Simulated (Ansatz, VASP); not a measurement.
MgO in VASP and in Ansatz

File INCAR:

```
ALGO = Normal
EDIFF = 1E-6
ENCUT = 600
GGA = PE
GGA_COMPAT = F
ISIF = 2
ISMEAR = 0
LASPH = T
LCHARG = T
LELF = T
LREAL = F
LVHAR = T
LWAVE = F
NBANDS = 11
NELM = 120
PREC = Accurate
SIGMA = 0.1
```

KPOINTS

```
k-points
0
Gamma
  8 8 8
```

File POSCAR:

```
MgO
1.0
    0.0000000000      2.1012357976      2.1012357976
    2.1012357976      0.0000000000      2.1012357976
    2.1012357976      2.1012357976      0.0000000000
Mg O
1 1
Direct
    0.0000000000      0.0000000000      0.0000000000
    0.5000000000      0.5000000000      0.5000000000
```

Input for Ansatz:

```yaml
crystal:
  lattice:
    - [0.0, 2.1012357976, 2.1012357976]
    - [2.1012357976, 0.0, 2.1012357976]
    - [2.1012357976, 2.1012357976, 0.0]
  atoms:
    - { symbol: Mg, position: [0.0, 0.0, 0.0] }
    - { symbol: O, position: [0.5, 0.5, 0.5] }
basis:
  ecutwfc: 420
kpoints:
  mp_grid: { grid: [8, 8, 8] }
hamiltonian:
  xc: pbe
scf:
  occupations: { method: gaussian, width: 0.1 }
output:
  forces: true
  stress: true
  eigenvalues: true
```

Alike in both runs: task single point; functional PBE; k mesh 8 × 8 × 8; occupations gaussian, width 0.1 eV; no spin polarisation.

|  | VASP | Ansatz |
| --- | --- | --- |
| version | VASP 6.6.1 | Ansatz 0.2.0 |
| potentials or method | VASP PAW PBE potentials, release 64 (Mg, O), cutoff 600 eV | scalar-relativistic, plane waves, PAW |
| valence electrons in the cell | 8 | 16 |

|  | VASP | Ansatz | Ansatz less VASP |
| --- | --- | --- | --- |
| gap on the k mesh at the Fermi level (eV) | 4.79 | 4.81 | +0.015 |
| least direct gap on the mesh (eV) | 4.79 | 4.81 | +0.015 |
| pressure (GPa) | 4.9 | 5.8 | +0.98 |

The functional is the same, so the differences come from potentials, cutoffs and numerics. VASP's potentials hold 8 valence electrons a cell and Ansatz's 16, so a difference there can come from the potentials and not from the codes.
